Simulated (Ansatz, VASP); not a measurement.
# MgO in VASP and in Ansatz

```
CELL_PARAMETERS angstrom
0.00000 2.10217 2.10217
2.10217 0.00000 2.10217
2.10217 2.10217 0.00000
ATOMIC_POSITIONS crystal
Mg 0.00000 0.00000 0.00000
O 0.50000 0.50000 0.50000
```

Alike in both runs: task single point; functional PBE-based screened hybrid; k mesh 6 × 6 × 6; no spin polarisation.

|  | VASP | Ansatz |
| --- | --- | --- |
| version | VASP 6.6.1 | Ansatz 0.2.0 |
| potentials or method | VASP PAW PBE potentials, release 64 (Mg, O) | plane waves |
| plane-wave cutoff (eV) | 520 | 420 |
| occupations | gaussian, width 0.01 eV | fixed |
| valence electrons in the cell | 8 | 16 |

Ansatz gave:

```
gap on the k mesh at the Fermi level (eV) : 13.72
pressure (GPa)                            : -16.7
```

Problem. Which values does VASP return?

Solution. gap on the k mesh at the Fermi level (eV): 13.57; pressure (GPa): -16.3.

VASP's potentials were made for PBE, not for PBE-based screened hybrid. VASP's potentials hold 8 valence electrons a cell and Ansatz's 16, so a difference there can come from the potentials and not from the codes. Ansatz's warnings: stress exchange threshold loose, stress scf threshold loose.

The k mesh is coarse, so the values compare programs but aren't converged.
